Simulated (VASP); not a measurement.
Mg2H3:

```xyz
5
Lattice="3.2531 0.0000 0.0000 -1.6266 2.8173 0.0000 0.0000 0.0000 6.0510" Properties=species:S:1:pos:R:3 pbc="T T T"
Mg    0.0000    0.0000    1.4791
Mg    0.0000    0.0000    4.5719
H     1.6266    0.0000    3.0255
H    -0.8133    1.4086    3.0255
H     0.8133    1.4086    3.0255
```

* Program: VASP 6.6.1
* Task: relaxation of cell and atoms
* Functional: PBE
* Potentials or basis: VASP PAW PBE potentials, release 64 (Mg, H)
* Cutoff: 600 eV
* k mesh: 15 × 15 × 6
* Occupations: gaussian, width 0.1 eV
* Spin: no spin polarisation

At the start: pressure 0.0 GPa; volume 11.09 Å³/atom.

Problem. Where does the relaxation end?

Solution. Over 11 steps the energy falls by 4.2 meV/atom and the volume is 11.26 Å³/atom (+1.5 %); space group P6/mmm (No. 191, to 0.05 Å).

The path:
| step | energy change (eV) | largest force (eV/Å) | pressure (GPa) | volume (Å³) |
| --- | --- | --- | --- | --- |
| 1 | 0.0000 | 0.1831 | 0.02 | 55.46 |
| 2 | -0.0046 | 0.1427 | 0.15 | 55.46 |
| 3 | -0.0144 | 0.0036 | 0.62 | 55.48 |
| 4 | 0.0141 | 0.4686 | 1.88 | 55.50 |
| 5 | -0.0153 | 0.1115 | 0.78 | 55.49 |
| 6 | -0.0173 | 0.1813 | 0.47 | 56.02 |
| 7 | -0.0173 | 0.1825 | 0.46 | 56.03 |
| 8 | -0.0204 | 0.0733 | 0.00 | 56.44 |
| 9 | -0.0207 | 0.0206 | -0.21 | 56.63 |
| 10 | -0.0210 | 0.0114 | -0.13 | 56.50 |
| 11 | -0.0212 | 0.0036 | -0.01 | 56.30 |

Final structure:
```xyz
5
Lattice="3.3159 0.0000 0.0000 -1.6579 2.8716 0.0000 0.0000 0.0000 5.9131" Properties=species:S:1:pos:R:3 pbc="T T T"
Mg    0.0000    0.0000    1.4735
Mg    0.0000    0.0000    4.4396
H     1.6579    0.0000    2.9566
H    -0.8290    1.4358    2.9566
H     0.8290    1.4358    2.9566
```
